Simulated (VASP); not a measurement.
Wanted: the native input for a VASP 6.6.1 run.

```
Task                   : single point
Functional             : r2SCAN
Potentials or basis    : VASP PAW PBE potentials, release 64 (Be, Al)
Cutoff                 : 520 eV
k mesh                 : 9 × 9 × 9
Occupations            : fermi-dirac, width 0.05 eV
Spin                   : no spin polarisation
Dipole correction      : no
Further INCAR settings : ALGO = Normal; EDIFF = 1e-06; NBANDS = 14
```

The system is BeAl3.

```xyz
4
Lattice="-1.9422 1.9422 3.8519 1.9422 -1.9422 3.8519 1.9422 1.9422 -3.8519" Properties=species:S:1:pos:R:3 pbc="T T T"
Be    0.0000    0.0000    0.0000
Al    0.0000    1.9422    1.9259
Al    1.9422    0.0000    1.9259
Al    0.0000    0.0000    3.8519
```

These files were run (other wordings do the same):

POSCAR

```
BeAl3
1.0
   -1.9421910000      1.9421910000      3.8518930000
    1.9421910000     -1.9421910000      3.8518930000
    1.9421910000      1.9421910000     -3.8518930000
Be Al
1 3
Direct
    0.0000000000      0.0000000000      0.0000000000
    0.7500000000      0.2500000000      0.5000000000
    0.2500000000      0.7500000000      0.5000000000
    0.5000000000      0.5000000000      0.0000000000
```

INCAR.step1

```
PREC = Accurate ; ENCUT = 520
ISMEAR = -1 ; SIGMA = 0.05
LREAL = False ; LASPH = True
NELM = 100 ; NBANDS = 14
GGA = PE ; ALGO = Normal
EDIFF = 1E-4 ; LWAVE = True
LCHARG = False
```

INCAR.step2

```
PREC = Accurate ; ENCUT = 520
EDIFF = 1E-6 ; ISMEAR = -1
SIGMA = 0.05 ; LREAL = False
LASPH = True ; NELM = 100
ALGO = Normal ; ISIF = 2
LWAVE = False ; LCHARG = False
METAGGA = R2SCAN ; LMIXTAU = True
NBANDS = 14 ; ISTART = 1
```

KPOINTS

```
Automatic mesh
0
Gamma
  9 9 9
```

Potentials or basis: VASP PAW PBE potentials, release 64 (Be, Al).

Run with:

```console
$ cat potpaw_PBE.64/Be/POTCAR potpaw_PBE.64/Al/POTCAR > POTCAR
$ cp INCAR.step1 INCAR
$ mpirun -np 1 vasp_std > vasp.out
$ cp INCAR.step2 INCAR
$ mpirun -np 1 vasp_std > vasp.out
```

It gave:

```json
{
 "Pressure": "-1.7 GPa"
}
```

Caveat: the PAW data sets were made with another functional, which shifts forces and pressure a little.

Run time: 2.4 min on 1 thread of Intel(R) Xeon(R) Platinum 8488C (Sapphire Rapids) (shared host), peak memory 0.23 GiB.
